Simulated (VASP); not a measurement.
# Pt (P6_3/mmc) in VASP: notebook

Pt is run at these levels: PBEsol; tasks: single point.

All numbers are computed with VASP 6.6.1; they aren't measurements. Logs are shortened: lines on timing, memory, paths and dates and some standing lists are left out, and cuts for length are marked.

## (1) The cell of the first run

The structure is hexagonal, space group P6_3/mmc (No. 194). Conventional cell: a = 2.704 Å, b = 2.704 Å, c = 4.694 Å, α = 90.00°, β = 90.00°, γ = 120.00°. Pt (site symmetry -6m2) has 12 Pt at 2.70 to 2.82 Å within 3.6 Å.

## (2) Single point, PBEsol

Contents of INCAR:

```
PREC = Accurate ; ENCUT = 520
EDIFF = 1E-6 ; ISMEAR = -1
SIGMA = 0.1 ; LREAL = F
LASPH = T ; NELM = 80
ALGO = Normal ; ISIF = 2
LWAVE = F ; LCHARG = F
GGA = PS ; NBANDS = 17
```

Contents of KPOINTS:

```
Automatic mesh
0
Gamma
  12 12 6
```

Contents of POSCAR:

```
Pt
1.0
    2.7043100644      0.0000000000      0.0000000000
   -1.3521550322      2.3420013258      0.0000000000
    0.0000000000      0.0000000000      4.6943078975
Pt
2
Direct
    0.6666666667      0.3333333333      0.7500000000
    0.3333333333      0.6666666667      0.2500000000
```

Potentials or basis: VASP PAW PBE potentials, release 64 (Pt).

The run is started by

```
$ cat potpaw_PBE.64/Pt/POTCAR > POTCAR
$ mpirun -np 1 vasp_std > vasp.out
```

OUTCAR:

```text
PREC = Accurate
   ENCUT = 520
   EDIFF = 1E-6
   ISMEAR = -1
   LREAL = F
   LASPH = T
   NELM = 80
   ISIF = 2
   GGA = PS

 ion  position               nearest neighbor table
   1  0.667  0.333  0.750-   2 2.82   2 2.82   2 2.82   2 2.82   2 2.82   2 2.82
   2  0.333  0.667  0.250-   1 2.82   1 2.82   1 2.82   1 2.82   1 2.82   1 2.82

  LATTYP: Found a hexagonal cell.
 ALAT       =     2.7043100644
 C/A-ratio  =     1.7358615638

  Lattice vectors:

 A1 = (   2.7043100644,   0.0000000000,   0.0000000000)
 A2 = (  -1.3521550322,   2.3420013258,   0.0000000000)
 A3 = (   0.0000000000,   0.0000000000,   4.6943078975)

Analysis of symmetry for initial positions (statically):
=====================================================================
 Subroutine PRICEL returns:
 Original cell was already a primitive cell.

 Routine SETGRP: Setting up the symmetry group for a
 hexagonal supercell.

 Subroutine GETGRP returns: Found 24 space group operations
 (whereof 12 operations were pure point group operations)
 out of a pool of 24 trial point group operations.

The static configuration has the point symmetry D_3d.
 The point group associated with its full space group is D_6h.

Analysis of symmetry for dynamics (positions and initial velocities):
=====================================================================
 Subroutine PRICEL returns:
 Original cell was already a primitive cell.

 Routine SETGRP: Setting up the symmetry group for a
 hexagonal supercell.

 Subroutine GETGRP returns: Found 24 space group operations
 (whereof 12 operations were pure point group operations)
 out of a pool of 24 trial point group operations.

The dynamic configuration has the point symmetry D_3d.
 The point group associated with its full space group is D_6h.

 Subroutine INISYM returns: Found 24 space group operations
 (whereof 12 operations are pure point group operations),
 and found     1 'primitive' translations

----------------------------------------------------------------------------------------

                                     Primitive cell

  volume of cell :      29.7314

  direct lattice vectors                    reciprocal lattice vectors
     2.704310064  0.000000000  0.000000000     0.369780083  0.213492620  0.000000000
    -1.352155032  2.342001326  0.000000000     0.000000000  0.426985241  0.000000000
     0.000000000  0.000000000  4.694307897     0.000000000  0.000000000  0.213023948

  length of vectors
     2.704310064  2.704310160  4.694307897     0.426985256  0.426985241  0.213023948

  position of ions in fractional coordinates (direct lattice)
     0.666666667  0.333333333  0.750000000
     0.333333333  0.666666667  0.250000000

  ion indices of the primitive-cell ions
   primitive index   ion index
                 1           1
                 2           2

----------------------------------------------------------------------------------------

 KPOINTS: Automatic mesh

Automatic generation of k-mesh.
 Grid dimensions read from file:
 generate k-points for:   12   12    6

 Generating k-lattice:

  Cartesian coordinates                     Fractional coordinates (reciprocal lattice)
     0.030815007  0.017791052  0.000000000     0.083333333  0.000000000  0.000000000
     0.000000000  0.035582103  0.000000000     0.000000000  0.083333333  0.000000000
     0.000000000  0.000000000  0.035503991     0.000000000  0.000000000  0.166666667

  Length of vectors
     0.035582105  0.035582103  0.035503991

  Shift w.r.t. Gamma in fractional coordinates (k-lattice)
     0.000000000  0.000000000  0.000000000

 Subroutine IBZKPT returns following result:
 ===========================================

 Found     76 irreducible k-points:

 Following reciprocal coordinates:
            Coordinates               Weight
  0.000000  0.000000  0.000000      1.000000
  0.083333  0.000000  0.000000      6.000000
  0.166667  0.000000  0.000000      6.000000
  0.250000  0.000000  0.000000      6.000000
  0.333333  0.000000  0.000000      6.000000
  0.416667  0.000000  0.000000      6.000000
[... 16 lines left out ...]
  0.250000  0.000000  0.166667     12.000000
  0.333333  0.000000  0.166667     12.000000
 [... further k-points ...]
   k-points           NKPTS =     76   k-points in BZ     NKDIM =     76   number of bands    NBANDS=     17
   number of dos      NEDOS =    301   number of ions     NIONS =      2
   total plane-waves  NPLWV =  14400
   dimension x,y,z NGX =    20 NGY =   20 NGZ =   36
   dimension x,y,z NGXF=    40 NGYF=   40 NGZF=   72
   ions per type =               2
   NGX,Y,Z   is equivalent  to a cutoff of  12.29, 12.29, 12.75 a.u.
   NGXF,Y,Z  is equivalent  to a cutoff of  24.59, 24.59, 25.50 a.u.
 SYSTEM =  unknown system
   PREC   = accura    normal or accurate (medium, high low for compatibility)
   ISTART =      0    job   : 0-new  1-cont  2-samecut
   ICHARG =      2    charge: 1-file 2-atom 10-const
   ISPIN  =      1    spin polarized calculation?
   LNONCOLLINEAR =      F non collinear calculations
   LSORBIT =      F    spin-orbit coupling
   LASPH  =      T    aspherical Exc in radial PAW
   ENCUT  =  520.0 eV  38.22 Ry    6.18 a.u.   5.03  5.03  8.73*2*pi/ulx,y,z
   NELM   =     80;   NELMIN=  2; NELMDL= -5     # of ELM steps
   EDIFF  = 0.1E-05   stopping-criterion for ELM
   LREAL  =      F    real-space projection
   EDIFFG = 0.1E-04   stopping-criterion for IOM
   NSW    =      0    number of steps for IOM
   IBRION =     -1    ionic relax: 0-MD 1-quasi-New 2-CG
   NFREE  =      0    steps in history (QN), initial steepest desc. (CG)
   ISIF   =      2    stress and relaxation
   ISYM   =      2    0-nonsym 1-usesym 2-fastsym
   POTIM  = 0.5000    time-step for ionic-motion
   TEBEG  =    0.0;   TEEND  =   0.0 temperature during run
   PSTRESS=    0.0 pullay stress
   NELECT =      20.0000    total number of electrons
   NUPDOWN=      -1.0000    fix difference up-down
   EMIN   =  10.00;   EMAX   =-10.00  energy-range for DOS
   EFERMI =   0.00;   METHOD = LEGACY
   ISMEAR =    -1;   SIGMA  =   0.10  broadening in eV -4-tet -1-fermi 0-gaus
   EFERMI_NEDOS =   21; number of points for ismear=-14 and -15
   IALGO  =     38    algorithm
   IMIX   =      4    mixing-type and parameters
     AMIX     =   0.40;   BMIX     =  1.00
     AMIX_MAG =   1.60;   BMIX_MAG =  1.00
  volume/ion in A,a.u.               =      14.87       100.32
  Fermi-wavevector in a.u.,A,eV,Ry     =   1.434431  2.710682 27.995256  2.057593
  Thomas-Fermi vector in A             =   2.553841
   LORBIT       =      0    0 simple, 1 ext, 2 COOP (PROOUT), +10 PAW based schemes
   GGA     = PS    functional components
   LHFCALC =     F    Hartree Fock is set to
   AEXX    =    0.0000 exact exchange contribution
   IVDW    =     0    specifies the selected vdW correction
   LEPSILON=     F    determine dielectric tensor
   LRPA    =     F    only Hartree local field effects (RPA)
 non-spin polarized calculation
  energy-cutoff  :      520.00
  volume of cell :       29.73
 maximum number of plane-waves:       825
 NGX is ok and might be reduce to    20
   NGX =  9   NGY =  9   NGZ = 17

 number of electron      20.0000002 magnetization

 Free energy of the ion-electron system (eV)
  ---------------------------------------------------
  ext. energy  EPLUGINS =         0.00000000
  ---------------------------------------------------
  free energy    TOTEN  =       -13.84620964 eV

  energy without entropy =      -13.73345812  energy(sigma->0) =      -13.78983388

 E-fermi :  11.3502     XC(G=0): -13.7084

 val. band max:       11.3357102091   @ k =   0.2500   0.0000   0.0000
 cond. band min:      11.3517675290   @ k =   0.2500   0.1667   0.5000
 fundamental gap:      0.0160573199
 Fermi energy:        11.3502497666

 k-point     1 :       0.0000    0.0000    0.0000
  band No.  band energies     occupation
      1       0.9121      2.00000
      2       3.6352      2.00000
      3       6.9888      2.00000
      4       7.5712      2.00000
      5       7.5712      2.00000
      6       7.9788      2.00000
[... 9 lines left out ...]
     16      28.6190      0.00000
     17      33.0319      0.00000

 k-point     2 :       0.0833    0.0000    0.0000
  band No.  band energies     occupation
      1       1.1785      2.00000
      2       3.8817      2.00000
      3       6.9565      2.00000
      4       7.5609      2.00000
      5       7.7817      2.00000
      6       7.8478      2.00000
[... 9 lines left out ...]
     16      28.9980      0.00000
     17      31.6204      0.00000

 k-point     3 :       0.1667    0.0000    0.0000
  band No.  band energies     occupation
      1       1.9277      2.00000
      2       4.5008      2.00000
      3       6.7338      2.00000
      4       7.4032      2.00000
      5       7.6340      2.00000
      6       7.9850      2.00000
[... 9 lines left out ...]
     16      29.2176      0.00000
     17      29.8130      0.00000

 k-point     4 :       0.2500    0.0000    0.0000
  band No.  band energies     occupation
      1       2.9735      2.00000
      2       4.9328      2.00000
      3       6.5446      2.00000
      4       6.8056      2.00000
      5       7.1192      2.00000
      6       8.4463      2.00000
[... 9 lines left out ...]
     16      27.6726      0.00000
     17      29.9938      0.00000

 k-point     5 :       0.3333    0.0000    0.0000
  band No.  band energies     occupation
      1       3.8920      2.00000
      2       4.7467      2.00000
      3       5.7361      2.00000
      4       7.0730      2.00000
      5       7.6829      2.00000
      6       8.0129      2.00000
[... 9 lines left out ...]
     16      26.1530      0.00000
     17      27.4016      0.00000

 k-point     6 :       0.4167    0.0000    0.0000
  band No.  band energies     occupation
      1       4.2672      2.00000
      2       4.4799      2.00000
      3       5.2395      2.00000
      4       7.6532      2.00000
      5       7.7186      2.00000
      6       7.9762      2.00000
[... 9 lines left out ...]
     16      24.1487      0.00000
     17      25.1947      0.00000

 k-point     7 :       0.5000    0.0000    0.0000
  band No.  band energies     occupation
      1       4.2891      2.00000
      2       4.4096      2.00000
      3       5.0720      2.00000
      4       7.6152      2.00000
      5       7.8998      2.00000
      6       8.1003      2.00000
[... 9 lines left out ...]
     16      23.5464      0.00000
     17      24.7842      0.00000

 k-point     8 :       0.0833    0.0833    0.0000
  band No.  band energies     occupation
      1       1.6893      2.00000
      2       4.3309      2.00000
      3       6.7717      2.00000
      4       7.6041      2.00000
      5       7.6863      2.00000
      6       8.0153      2.00000
[... 9 lines left out ...]
     16      28.7738      0.00000
     17      30.2851      0.00000
[... 203 lines left out ...]
      1       5.3863      2.00000
      2       6.1333      2.00000
      3       6.1333      2.00000
      4       6.6252      2.00000
      5       7.3104      2.00000
      6       7.3104      2.00000
[... 9 lines left out ...]
     16      23.9471      0.00000
     17      24.5392      0.00000

 k-point    20 :       0.0000    0.0000    0.1667
  band No.  band energies     occupation
      1       1.1611      2.00000
      2       3.6010      2.00000
      3       6.9250      2.00000
      4       7.5376      2.00000
      5       7.5376      2.00000
      6       7.9047      2.00000
[... 9 lines left out ...]
     16      28.1114      0.00000
     17      32.0216      0.00000

 k-point    21 :       0.0833    0.0000    0.1667
  band No.  band energies     occupation
      1       1.4243      2.00000
      2       3.8552      2.00000
      3       6.9359      2.00000
      4       7.4415      2.00000
      5       7.6951      2.00000
      6       7.7381      2.00000
[... 9 lines left out ...]
     16      28.4790      0.00000
     17      30.7568      0.00000

 k-point    22 :       0.1667    0.0000    0.1667
  band No.  band energies     occupation
      1       2.1572      2.00000
      2       4.5015      2.00000
      3       6.7901      2.00000
      4       7.0695      2.00000
      5       7.3378      2.00000
      6       8.0264      2.00000
[... 9 lines left out ...]
     16      28.9428      0.00000
     17      29.9930      0.00000

 k-point    23 :       0.2500    0.0000    0.1667
  band No.  band energies     occupation
      1       3.1447      2.00000
      2       4.9762      2.00000
      3       6.3239      2.00000
      4       6.8682      2.00000
      5       6.9845      2.00000
      6       8.2070      2.00000
[... 9 lines left out ...]
     16      28.0609      0.00000
     17      28.9916      0.00000

 k-point    24 :       0.3333    0.0000    0.1667
  band No.  band energies     occupation
      1       3.9112      2.00000
      2       4.7932      2.00000
      3       5.8145      2.00000
      4       6.5980      2.00000
      5       7.7381      2.00000
      6       8.3369      2.00000
[... 9 lines left out ...]
     16      26.1646      0.00000
     17      27.4034      0.00000

 [... further k-points ...]

------------------------ aborting loop because EDIFF is reached ----------------------------------------

  FORCE on cell =-STRESS in cart. coord.  units (eV):
  Direction    XX          YY          ZZ          XY          YZ          ZX
  --------------------------------------------------------------------------------------
  -------------------------------------------------------------------------------------
  Total        1.2228968      1.2228970      0.6584885      0.0000000      0.0000000      0.0000000
  in kB       65.8999691     65.8999753     35.4849012      0.0000000      0.0000000      0.0000000
  external PRESSURE =      55.7616152 kB  Pullay stress =       0.0000000 kB

 VOLUME and BASIS-vectors are now :
 -----------------------------------------------------------------------------
  energy-cutoff  :      520.00
  volume of cell :       29.73
      direct lattice vectors                 reciprocal lattice vectors
     2.704310064  0.000000000  0.000000000     0.369780083  0.213492620  0.000000000
    -1.352155032  2.342001326  0.000000000     0.000000000  0.426985241  0.000000000
     0.000000000  0.000000000  4.694307897     0.000000000  0.000000000  0.213023948

 POSITION                                       TOTAL-FORCE (eV/Angst)
 -----------------------------------------------------------------------------------
      1.35216      0.78067      3.52073        -0.000000     -0.000000      0.000000
     -0.00000      1.56133      1.17358         0.000000      0.000000      0.000000
 -----------------------------------------------------------------------------------
    total drift:                               -0.000000      0.000000     -0.000000

  FREE ENERGIE OF THE ION-ELECTRON SYSTEM (eV)
  ---------------------------------------------------
  free  energy   TOTEN  =       -13.8462096357 eV

  energy  without entropy=      -13.7334581184  energy(sigma->0) =      -13.78983388
```

It took 12 s on 1 thread of Intel Xeon 6975P-C (Granite Rapids), shared host; peak memory 0.16 GiB.

Results:

| Quantity | Value |
| --- | --- |
| Free energy | -13.8462 eV |
| Pressure | 5.6 GPa |
| Band gap on the k mesh | zero (band 10 reaches 11.92 eV, above the bottom of band 11 at 10.48 eV) |

Caveat: the PAW data sets were made with another functional, which shifts forces and pressure a little; spin-orbit coupling is left out, which moves the levels of the heavy elements.

## (3) Single point, PBEsol

This run uses another cell than the first one, of 15.18 Å³/atom, 1.021 times its volume.

Contents of INCAR:

```
SYSTEM = Pt
PREC = Accurate
ENCUT = 520
EDIFF = 1E-7
ISMEAR = -1
SIGMA = 0.1
LREAL = .FALSE.
LASPH = .TRUE.
NELM = 100
ALGO = Normal
ISIF = 2
LWAVE = .FALSE.
LCHARG = .FALSE.
GGA = PS
NBANDS = 17
```

Contents of KPOINTS:

```
Automatic mesh
0
G
  12 12 6
  0 0 0
```

Contents of POSCAR:

```
Pt
1.0
    2.7233551290      0.0000000000      0.0000000000
   -1.3616775645      2.3584948363      0.0000000000
    0.0000000000      0.0000000000      4.7273674930
Pt
2
Direct
    0.6666666667      0.3333333333      0.7500000000
    0.3333333333      0.6666666667      0.2500000000
```

Potentials or basis: VASP PAW PBE potentials, release 64 (Pt).

The run is started by

```
$ cat potpaw_PBE.64/Pt/POTCAR > POTCAR
$ mpirun -np 1 vasp_std > vasp.out
```

Wall time 13 s (1 thread of Intel Xeon 6975P-C (Granite Rapids), shared host); peak memory 0.16 GiB.

Results (log left out):

- Free energy: -13.8562 eV
- Pressure: -0.6 GPa
- Band gap on the k mesh: zero (band 10 reaches 11.49 eV, above the bottom of band 11 at 10.10 eV)

Stress tensor (GPa, compression positive):
```
 0.08  0.00  0.00
 0.00  0.08  0.00
 0.00  0.00 -2.11
```

Levels at points of the mesh, in eV from the Fermi level:
| k point | band 7 | band 8 | band 9 | band 10 | band 11 | band 12 | band 13 | band 14 |
| --- | --- | --- | --- | --- | --- | --- | --- | --- |
| (0.00, 0.00, 0.00) | -3.26 | -1.92 | -1.92 | -0.97 | -0.23 | -0.23 | 4.90 | 15.03 |
| (0.50, 0.00, 0.00) | -2.83 | 0.01 | 0.33 | 0.54 | 2.31 | 3.85 | 7.41 | 8.96 |
| (0.00, 0.00, 0.50) | -3.64 | -3.64 | -0.84 | -0.84 | -0.84 | -0.84 | 12.14 | 12.14 |
| (0.50, 0.00, 0.50) | -0.97 | -0.97 | 0.45 | 0.45 | 1.64 | 1.64 | 6.72 | 6.72 |

Caveat: the PAW data sets were made with another functional, which shifts forces and pressure a little; spin-orbit coupling is left out, which moves the levels of the heavy elements.

(Part 1 of 3 ends here.)
